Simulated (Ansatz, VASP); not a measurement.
B3C2: VASP beside Ansatz

File INCAR:

```
ALGO = Normal ; EDIFF = 1E-6
EDIFFG = -0.01 ; ENCUT = 600
GGA = PE ; IBRION = 2
ISIF = 3 ; ISMEAR = 0
LASPH = True ; LCHARG = False
LREAL = False ; LWAVE = False
NELM = 80 ; NSW = 100
PREC = Accurate ; SIGMA = 0.1
```

The input KPOINTS:

```
k-points
0
Gamma
  12 12 10
```

The input POSCAR:

```
B3C2
1.0
    5.0646686679      0.0000000000      0.0000000000
   -2.5323343340      4.3861317282      0.0000000000
    0.0000000000      0.0000000000      4.2087222223
B C
3 2
Direct
    0.5000000000      0.0000000000      0.0000000000
    0.0000000000      0.5000000000      0.0000000000
    0.5000000000      0.5000000000      0.0000000000
    0.3333333333      0.6666666667      0.0000000000
    0.6666666667      0.3333333333      0.0000000000
```

Input for Ansatz:

```yaml
crystal:
  lattice:
    - [5.0646686679, 0.0, 0.0]
    - [-2.532334334, 4.3861317282, 0.0]
    - [0.0, 0.0, 4.2087222223]
  atoms:
    - { symbol: B, position: [0.5, 0.0, 0.0] }
    - { symbol: B, position: [0.0, 0.5, 0.0] }
    - { symbol: B, position: [0.5, 0.5, 0.0] }
    - { symbol: C, position: [0.3333333333, 0.6666666667, 0.0] }
    - { symbol: C, position: [0.6666666667, 0.3333333333, 0.0] }
basis:
  ecutwfc: 420
kpoints:
  mp_grid: { grid: [12, 12, 10] }
hamiltonian:
  xc: pbe
scf:
  occupations: { method: gaussian, width: 0.1 }
output:
  forces: true
  stress: true
  eigenvalues: true
relax:
  adjacent_minimum: "off"
  f_tol: 0.01
  max_steps: 80
  cell: { stress_tol: 0.05 }
```

Alike in both runs: task relaxation of cell and atoms; functional PBE; k mesh 12 × 12 × 10; occupations gaussian, width 0.1 eV; no spin polarisation.

|  | VASP | Ansatz |
| --- | --- | --- |
| version | VASP 6.6.1 | Ansatz 0.2.0 |
| potentials or method | VASP PAW PBE potentials, release 64 (B, C), cutoff 600 eV | scalar-relativistic, plane waves, PAW |
| valence electrons in the cell | 17 | 17 |

|  | VASP | Ansatz | Ansatz less VASP |
| --- | --- | --- | --- |
| gap on the k mesh at the Fermi level, each at its own relaxed structure (eV) | none | none | - |
| relaxed volume (Å³/atom) | 19.26 | 20.22 | +0.956 |
| relaxed cell length with the largest relative difference (Å) | 4.338 | 4.551 | +0.2126 |

A gap of «none» marks a metal or a gap that the smearing closes.
